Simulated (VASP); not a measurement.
## Mo: single point with B3LYP

Mo:

```
Mo
1.0
    -1.58381    1.58381    1.58381
     1.58381   -1.58381    1.58381
     1.58381    1.58381   -1.58381
Mo
1
Direct
  0.00000 0.00000 0.00000
```

```yaml
Program: VASP 6.6.1
Task: single point
Functional: B3LYP
Potentials_or_basis: VASP PAW PBE potentials, release 64 (Mo_sv)
Cutoff: 520 eV
k_mesh: 6 × 6 × 6
Occupations: fermi-dirac, width 0.05 eV
Spin: no spin polarisation
Dipole_correction: no
Grid_for_exact_exchange_PRECFOCK: Normal
Further_INCAR_settings: ALGO = Normal; EDIFF = 1e-06; NBANDS = 13
Share_of_exact_exchange: 0.2
```

The pressure is 1.1 GPa and the band gap on the k mesh is zero (bands 7 and 8 overlap by 6.65 eV).

Levels at points of the mesh, in eV from the Fermi level:
```
           k point  band 5  band 6  band 7  band 8  band 9  band 10
(0.00, 0.00, 0.00)   -8.17   -1.95   -1.95   -1.95    2.58     2.58
(0.50, 0.00, 0.00)   -6.11   -4.13    1.95    2.53    3.15     5.43
(0.50, 0.50, 0.50)   -6.09   -6.09    4.70    4.70    4.70    10.07
```

Run time: 7.4 min on 1 thread of Intel(R) Xeon(R) Platinum 8259CL CPU @ 2.50GHz (Skylake/Cascade Lake), with other jobs on the host, peak memory 0.13 GiB.

Caveat: the k points lie up to 0.47 Å⁻¹ apart, too coarse for converged energies and pressures of a metal; the PAW data sets were made with another functional, which shifts forces and pressure a little.
